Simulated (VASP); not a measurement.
CdSb2C, 8 atoms in the cell. It takes space group I-42d (No. 122, tetragonal). Conventional cell: a = 6.265 Å, b = 6.265 Å, c = 10.499 Å, α = 90.00°, β = 90.00°, γ = 90.00°. Cd (site symmetry -4) has 4 Sb at 2.90 Å within 3.8 Å. Sb (site symmetry 2) has 2 C at 2.31 Å and 2 Cd at 2.90 Å within 3.1 Å. Within 3.1 Å of C (site symmetry -4) lie 4 Sb at 2.31 Å. 

| Quantity | Value |
| --- | --- |
| Program | VASP 6.6.1 |
| Task | single point |
| Functional | PBE |
| Potentials or basis | VASP PAW PBE potentials, release 64 (Cd, Sb, C) |
| Cutoff | 520 eV |
| k mesh | 6 × 6 × 6 |
| Occupations | fermi-dirac, width 0.02 eV |
| Spin | no spin polarisation |
| Dipole correction | no |
| Further INCAR settings | ALGO = Normal; EDIFF = 1e-07; NBANDS = 36 |

Potentials or basis: VASP PAW PBE potentials, release 64 (Cd, Sb, C).

Run with:

```console
$ cat potpaw_PBE.64/Cd/POTCAR potpaw_PBE.64/Sb/POTCAR potpaw_PBE.64/C/POTCAR > POTCAR
$ mpirun -np 1 vasp_std > vasp.out
```

Hardware: 1 thread of AMD EPYC 9R45 96-Core Processor (Zen 5) (shared host).

**Question.** How long does it take, and how much memory?

**Answer.** It took 4 min on 1 thread of AMD EPYC 9R45 96-Core Processor (Zen 5), on a shared host, peak memory 0.47 GiB. Counts: scf iterations 17, k points 30.
